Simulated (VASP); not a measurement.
A run of VASP 6.6.1 is set up as follows.

The input INCAR:

```
SYSTEM = GaN
PREC = Accurate
ENCUT = 600
EDIFF = 1E-7
ISMEAR = -1
SIGMA = 0.1
LREAL = .FALSE.
LASPH = .TRUE.
NELM = 60
ALGO = Normal
ISIF = 3
LWAVE = .FALSE.
LCHARG = .FALSE.
IBRION = 2
NSW = 100
EDIFFG = -0.002
```

KPOINTS

```
regular mesh
0
G
  16 16 8
  0 0 0
```

POSCAR

```
GaN
1.0
    3.1800000000      0.0000000000      0.0000000000
   -1.5900000000      2.7539607840      0.0000000000
    0.0000000000      0.0000000000      5.1660000000
Ga N
2 2
Direct
    0.3333333333      0.6666666667      0.0000000000
    0.6666666667      0.3333333333      0.5000000000
    0.3333333333      0.6666666667      0.3750000000
    0.6666666667      0.3333333333      0.8750000000
```

Potentials or basis: VASP PAW LDA potentials, release 64 (Ga_d, N).

Command:

```console
$ cat potpaw_LDA.64/Ga_d/POTCAR potpaw_LDA.64/N/POTCAR > POTCAR
$ mpirun -np 1 vasp_std > vasp.out
```

Q: Estimate the band gap on the k mesh.

A: 2.11 eV.

Q: Predict the relaxed cell.

A: a = 3.157 Å, b = 3.157 Å, c = 5.147 Å, α = 90.00°, β = 90.00°, γ = 120.00°.

Q: Predict the relaxed volume.

A: 11.11 Å³/atom.

Final structure:
```yaml
crystal:
  lattice:
    - [3.15694, 0.00000, 0.00000]
    - [-1.57847, 2.73399, 0.00000]
    - [0.00000, 0.00000, 5.14719]
  atoms:
    - { symbol: Ga, position: [0.33333, 0.66667, 0.99931] }
    - { symbol: Ga, position: [0.66667, 0.33333, 0.49931] }
    - { symbol: N, position: [0.33333, 0.66667, 0.37569] }
    - { symbol: N, position: [0.66667, 0.33333, 0.87569] }
```

A k mesh can miss the band edges. Zero-point motion and thermal expansion aren't in these numbers.
